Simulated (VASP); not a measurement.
Write the native input for VASP 6.6.1 that does the following.

```
Task                   : single point
Functional             : PBE
Potentials or basis    : VASP PAW PBE potentials, release 64 (Co, Si)
Cutoff                 : 600 eV
k mesh                 : 4 × 4 × 4
Occupations            : gaussian, width 0.2 eV
Spin                   : collinear spin, ferromagnetic start
Starting moments       : [3.0, 3.0, 0.0, 0.0, 0.0, 0.0, 0.0, 0.0] μB
Dipole correction      : no
Further INCAR settings : ALGO = Normal; EDIFF = 1e-06; NBANDS = 35
```

The structure of CoSi3 lies in POSCAR:

```
CoSi3
1.0
    0.0000000000      5.0807911247      5.0807911247
    5.0807911247      0.0000000000      5.0807911247
    5.0807911247      5.0807911247      0.0000000000
Co Si
2 6
Direct
    0.0000000000      0.0000000000      0.0000000000
    0.2500000000      0.2500000000      0.2500000000
    0.6250000000      0.6250000000      0.6250000000
    0.6250000000      0.6250000000      0.1250000000
    0.6250000000      0.1250000000      0.6250000000
    0.1250000000      0.6250000000      0.6250000000
    0.7500000000      0.7500000000      0.7500000000
    0.5000000000      0.5000000000      0.5000000000
```

The cell was generated, and may not be a known phase.

One way to write it, as run:

INCAR

```
  PREC = Accurate
  ENCUT = 600
  EDIFF = 1E-6
  ISMEAR = 0
  SIGMA = 0.2
  LREAL = False
  LASPH = True
  NELM = 200
  ALGO = Normal
  ISIF = 2
  LWAVE = False
  LCHARG = False
  ISPIN = 2
  MAGMOM = 3 3 0 0 0 0 0 0
  LORBIT = 11
  LMAXMIX = 4
  GGA = PE
  NBANDS = 35
  GGA_COMPAT = False
```

KPOINTS

```
Automatic mesh
0
Gamma
  4 4 4
```

Potentials or basis: VASP PAW PBE potentials, release 64 (Co, Si).

The run is started by

```console
$ cat potpaw_PBE.64/Co/POTCAR potpaw_PBE.64/Si/POTCAR > POTCAR
$ mpirun -np 1 vasp_std > vasp.out
```

Results of the run:

| Item | Value |
| --- | --- |
| Pressure | 0.1 GPa |
| Net moment | 4.73 μB per cell |
| Site moments | Co +2.23; Si +0.01 μB |
| Valence electrons inside the program's atomic spheres | Co 7.53; Si 1.65, 1.72 (each value once) |

It took 10 min on 1 thread of Oxide Virtual Turin-like Processor (shared host), peak memory 0.68 GiB.
